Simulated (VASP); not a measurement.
# Pt5Au in VASP: single point with PBE

Aim: the single point of Pt5Au with PBE.

Program: VASP 6.6.1. These are calculated values, not measurements. Logs are shortened: lines on timing, memory, paths and dates and some standing lists are left out, and cuts for length are marked.

### 1 The cell of the first run

The cell holds a slab with vacuum, 6 atoms: a = 2.808 Å, b = 2.808 Å, c = 25.928 Å, α = 90.00°, β = 90.00°, γ = 90.00°.

### 2 Single point, PBE

Input file INCAR:

```
SYSTEM = Pt5Au
ALGO = Normal ; DIPOL = 0.5 0.5 0.500
EDIFF = 1E-7 ; ENCUT = 520
GGA = PE ; IDIPOL = 3
ISIF = 2 ; ISMEAR = -1
LASPH = .True. ; LCHARG = .False.
LDIPOL = .True. ; LREAL = .False.
LWAVE = .False. ; NBANDS = 40
NELM = 80 ; PREC = Accurate
SIGMA = 0.08
```

Input file KPOINTS:

```
k-points
0
Gamma
  12 12 1
  0 0 0
```

Input file POSCAR:

```
Pt5Au
1.0
    2.8080030017      0.0000000000      0.0000000000
    0.0000000000      2.8080030017      0.0000000000
    0.0000000000      0.0000000000     25.9278000000
Pt Au
5 1
Direct
    0.2500000000      0.2500000000      0.3107378669
    0.7500000000      0.7500000000      0.3854489703
    0.7500000000      0.7500000000      0.5383078709
    0.2500000000      0.2500000000      0.6145510297
    0.7500000000      0.7500000000      0.6892621332
    0.2500000000      0.2500000000      0.4616921291
```

Potentials or basis: VASP PAW PBE potentials, release 64 (Pt, Au).

Launch:

```bash
> cat potpaw_PBE.64/Pt/POTCAR potpaw_PBE.64/Au/POTCAR > POTCAR
> mpirun -np 1 vasp_std > vasp.out
```

OUTCAR:

```text
SYSTEM = Pt5Au
   EDIFF = 1E-7
   ENCUT = 520
   GGA = PE
   ISIF = 2
   ISMEAR = -1
   LASPH = .True.
   LREAL = .False.
   NELM = 80
   PREC = Accurate

 ion  position               nearest neighbor table
   1  0.250  0.250  0.311-   2 2.77   2 2.77   2 2.77   2 2.77
   2  0.750  0.750  0.385-   1 2.77   1 2.77   1 2.77   1 2.77   6 2.80   6 2.80   6 2.80   6 2.80

   3  0.750  0.750  0.538-   4 2.80   4 2.80   4 2.80   4 2.80   6 2.81   6 2.81   6 2.81   6 2.81

   4  0.250  0.250  0.615-   5 2.77   5 2.77   5 2.77   5 2.77   3 2.80   3 2.80   3 2.80   3 2.80

   5  0.750  0.750  0.689-   4 2.77   4 2.77   4 2.77   4 2.77
   6  0.250  0.250  0.462-   2 2.80   2 2.80   2 2.80   2 2.80   3 2.81   3 2.81   3 2.81   3 2.81

  LATTYP: Found a simple tetragonal cell.
 ALAT       =     2.8080030017
 C/A-ratio  =     9.2335371381

  Lattice vectors:

 A1 = (   2.8080030017,   0.0000000000,   0.0000000000)
 A2 = (   0.0000000000,   2.8080030017,   0.0000000000)
 A3 = (   0.0000000000,   0.0000000000,  25.9278000000)

Analysis of symmetry for initial positions (statically):
=====================================================================
 Subroutine PRICEL returns:
 Original cell was already a primitive cell.

 Routine SETGRP: Setting up the symmetry group for a
 simple tetragonal supercell.

 Subroutine GETGRP returns: Found  8 space group operations
 (whereof  2 operations were pure point group operations)
 out of a pool of 16 trial point group operations.

The static configuration has the point symmetry C_1h.
 The point group associated with its full space group is C_4v.

Analysis of symmetry for dynamics (positions and initial velocities):
=====================================================================
 Subroutine PRICEL returns:
 Original cell was already a primitive cell.

 Routine SETGRP: Setting up the symmetry group for a
 simple tetragonal supercell.

 Subroutine GETGRP returns: Found  8 space group operations
 (whereof  2 operations were pure point group operations)
 out of a pool of 16 trial point group operations.

The dynamic configuration has the point symmetry C_1h.
 The point group associated with its full space group is C_4v.

 Subroutine INISYM returns: Found  8 space group operations
 (whereof  2 operations are pure point group operations),
 and found     1 'primitive' translations

----------------------------------------------------------------------------------------

                                     Primitive cell

  volume of cell :     204.4376

[... 107 lines left out ...]
   NELECT =      61.0000    total number of electrons
   NUPDOWN=      -1.0000    fix difference up-down
   EMIN   =  10.00;   EMAX   =-10.00  energy-range for DOS
   EFERMI =   0.00;   METHOD = LEGACY
   ISMEAR =    -1;   SIGMA  =   0.08  broadening in eV -4-tet -1-fermi 0-gaus
   EFERMI_NEDOS =   21; number of points for ismear=-14 and -15
   IALGO  =     38    algorithm
   IMIX   =      4    mixing-type and parameters
     AMIX     =   0.40;   BMIX     =  1.00
     AMIX_MAG =   1.60;   BMIX_MAG =  1.00
  volume/ion in A,a.u.               =      34.07       229.94
  Fermi-wavevector in a.u.,A,eV,Ry     =   1.093951  2.067268 16.282482  1.196729
  Thomas-Fermi vector in A             =   2.230246
   LORBIT       =      0    0 simple, 1 ext, 2 COOP (PROOUT), +10 PAW based schemes
   GGA     = PE    functional components
   LHFCALC =     F    Hartree Fock is set to
   AEXX    =    0.0000 exact exchange contribution
   IVDW    =     0    specifies the selected vdW correction
   LEPSILON=     F    determine dielectric tensor
   LRPA    =     F    only Hartree local field effects (RPA)
 non-spin polarized calculation
  energy-cutoff  :      520.00
  volume of cell :      204.44
 maximum number of plane-waves:      5568
 NGX is ok and might be reduce to    24
   NGX = 11   NGY = 11   NGZ = 97

 dipolmoment           0.000000      0.000000      0.000544 electrons x Angstroem

 number of electron      61.0000004 magnetization

 dipolmoment           0.000000      0.000000     -0.002421 electrons x Angstroem

 Free energy of the ion-electron system (eV)
  ---------------------------------------------------
  ext. energy  EPLUGINS =         0.00000000
  ---------------------------------------------------
  free energy    TOTEN  =       -31.73057201 eV

  energy without entropy =      -31.52811302  energy(sigma->0) =      -31.62934251

 E-fermi :   1.7335     XC(G=0):  -6.7856

 val. band max:        1.7333985746   @ k =   0.0833   0.0000   0.0000
 cond. band min:       1.7421857916   @ k =   0.3333   0.0000   0.0000
 fundamental gap:      0.0087872170
 Fermi energy:         1.7335039511

 k-point     1 :       0.0000    0.0000    0.0000
  band No.  band energies     occupation
      1      -7.9564      2.00000
      2      -6.9090      2.00000
      3      -5.7227      2.00000
      4      -5.1914      2.00000
      5      -4.8786      2.00000
      6      -4.3868      2.00000
[... 1021 lines left out ...]
     39       8.7331      0.00000
     40       9.7842      0.00000

 [... further k-points ...]

------------------------ aborting loop because EDIFF is reached ----------------------------------------

 vacuum level on the upper side and lower side of the slab       (xc-potential included)        -0.035         0.015

  FORCE on cell =-STRESS in cart. coord.  units (eV):
  Direction    XX          YY          ZZ          XY          YZ          ZX
  --------------------------------------------------------------------------------------
  -------------------------------------------------------------------------------------
  Total       -0.6172844     -0.6172844      3.1407683      0.0000000      0.0000000     -0.0000000
  in kB       -4.8376570     -4.8376570     24.6141972      0.0000000      0.0000000     -0.0000000
  external PRESSURE =       4.9796277 kB  Pullay stress =       0.0000000 kB

 VOLUME and BASIS-vectors are now :
 -----------------------------------------------------------------------------
  energy-cutoff  :      520.00
  volume of cell :      204.44
      direct lattice vectors                 reciprocal lattice vectors
     2.808003002  0.000000000  0.000000000     0.356124975  0.000000000  0.000000000
     0.000000000  2.808003002  0.000000000     0.000000000  0.356124975  0.000000000
     0.000000000  0.000000000 25.927800000     0.000000000  0.000000000  0.038568641

 POSITION                                       TOTAL-FORCE (eV/Angst)
 -----------------------------------------------------------------------------------
      0.70200      0.70200      8.05675        -0.000000      0.000000     -0.009641
      2.10600      2.10600      9.99384         0.000000      0.000000     -0.820088
      2.10600      2.10600     13.95714        -0.000000      0.000000      0.759702
      0.70200      0.70200     15.93396         0.000000      0.000000      0.033018
      2.10600      2.10600     17.87105         0.000000     -0.000000     -0.013536
      0.70200      0.70200     11.97066         0.000000      0.000000      0.050544
 -----------------------------------------------------------------------------------
    total drift:                                0.000000     -0.000000     -0.000036

  FREE ENERGIE OF THE ION-ELECTRON SYSTEM (eV)
  ---------------------------------------------------
  free  energy   TOTEN  =       -31.7305720066 eV

  energy  without entropy=      -31.5281130231  energy(sigma->0) =      -31.62934251

 vacuum level on the upper side and lower side of the slab         7.393         7.413
```

stdout:

```text
POSCAR found type information on POSCAR PtAu
 POSCAR found :  2 types and       6 ions
 scaLAPACK will be used
 LDA part: xc-table for (Slater+PW92), standard interpolation
 POSCAR, INCAR and KPOINTS ok, starting setup
 FFT: planning ... GRIDC
 FFT: planning ... GRID_SOFT
 FFT: planning ... GRID
 WAVECAR not read
 entering main loop
```

Run time: 13 min. Hardware: 1 thread of Oxide Virtual Turin-like, shared host; peak memory 0.41 GiB.

What came out:

```
Free energy            : -31.7306 eV
Largest force          : 0.820 eV/Å
Band gap on the k mesh : zero (an odd number of electrons rules out a gap without spin polarisation)
```

Forces on the atoms (eV/Å):
```
Pt   0.000  0.000 -0.010
Pt   0.000  0.000 -0.820
Pt   0.000  0.000  0.760
Pt   0.000  0.000  0.033
Pt   0.000  0.000 -0.014
Au   0.000  0.000  0.051
```

Caveat: spin-orbit coupling is left out, which moves the levels of the heavy elements.
